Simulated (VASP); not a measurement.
**Ba: single point with r2SCAN**

Crystal: Ba.

```
CELL_PARAMETERS angstrom
0.00000 3.13479 3.13479
3.13479 0.00000 3.13479
3.13479 3.13479 0.00000
ATOMIC_POSITIONS crystal
Ba 0.00000 0.00000 0.00000
```

This isn't the form of Ba at room conditions, which is bcc.

```yaml
Program: VASP 6.6.1
Task: single point
Functional: r2SCAN
Potentials_or_basis: VASP PAW PBE potentials, release 64 (Ba_sv)
Cutoff: 520 eV
k_mesh: 10 × 10 × 10
Occupations: fermi-dirac, width 0.1 eV
Spin: no spin polarisation
Dipole_correction: no
Further_INCAR_settings: ALGO = Normal; EDIFF = 1e-07; NBANDS = 11
```

* Pressure: 0.8 GPa
* Band gap on the k mesh: zero (bands 5 and 6 overlap by 0.11 eV)

Levels at points of the mesh, in eV from the Fermi level:
| k point | band 2 | band 3 | band 4 | band 5 | band 6 | band 7 | band 8 | band 9 |
| --- | --- | --- | --- | --- | --- | --- | --- | --- |
| (0.00, 0.00, 0.00) | -14.45 | -14.45 | -14.45 | -2.95 | 2.03 | 2.03 | 2.03 | 3.70 |
| (0.50, 0.00, 0.00) | -14.97 | -14.52 | -14.52 | -0.95 | 1.04 | 1.82 | 1.82 | 4.94 |
| (0.50, 0.50, 0.00) | -14.93 | -14.63 | -14.63 | -0.94 | -0.16 | 2.21 | 4.96 | 5.32 |

Wall time 3.7 min on 1 thread of Intel Xeon 8259CL (shared host), peak memory 0.23 GiB.

Caveat: the PAW data sets were made with another functional, which shifts forces and pressure a little; spin-orbit coupling is left out, which moves the levels of the heavy elements.
